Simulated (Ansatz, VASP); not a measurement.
## W: VASP beside Ansatz

INCAR

```
ALGO = Normal
EDIFF = 1E-7
ENCUT = 520
GGA = PS
ISIF = 2
ISMEAR = 0
LASPH = T
LCHARG = F
LREAL = F
LWAVE = F
NBANDS = 13
NELM = 100
PREC = Accurate
SIGMA = 0.15
```

Contents of KPOINTS:

```
k-points
0
Gamma
  22 22 22
```

POSCAR

```
W
1.0
   -0.8525465771      1.7050931542      1.7050931542
    1.7050931542     -0.8525465771      1.7050931542
    1.7050931542      1.7050931542     -0.8525465771
W
1
Direct
    0.0000000000      0.0000000000      0.0000000000
```

Input for Ansatz:

```yaml
crystal:
  lattice:
    - [-0.8525465771, 1.7050931542, 1.7050931542]
    - [1.7050931542, -0.8525465771, 1.7050931542]
    - [1.7050931542, 1.7050931542, -0.8525465771]
  atoms:
    - { symbol: W, position: [0.0, 0.0, 0.0] }
basis:
  ecutwfc: 420
kpoints:
  mp_grid: { grid: [22, 22, 22] }
hamiltonian:
  xc: pbesol
scf:
  occupations: { method: gaussian, width: 0.15 }
output:
  forces: true
  stress: true
  eigenvalues: true
```

Alike in both runs: task single point; functional PBEsol; k mesh 22 × 22 × 22; occupations gaussian, width 0.15 eV; no spin polarisation.

```csv
,VASP,Ansatz
version,VASP 6.6.1,Ansatz 0.2.0
potentials or method,"VASP PAW PBE potentials, release 64 (W_sv), cutoff 520 eV","scalar-relativistic, plane waves, PAW"
valence electrons in the cell,14,14
```

```csv
,VASP,Ansatz,Ansatz less VASP
gap on the k mesh at the Fermi level (eV),none,none,-
pressure (GPa),17.1,16.0,-1.16
```

VASP's potentials were made for PBE, not for PBEsol. A gap of «none» marks a metal or a gap that the smearing closes.

Neither program's run includes spin-orbit coupling.
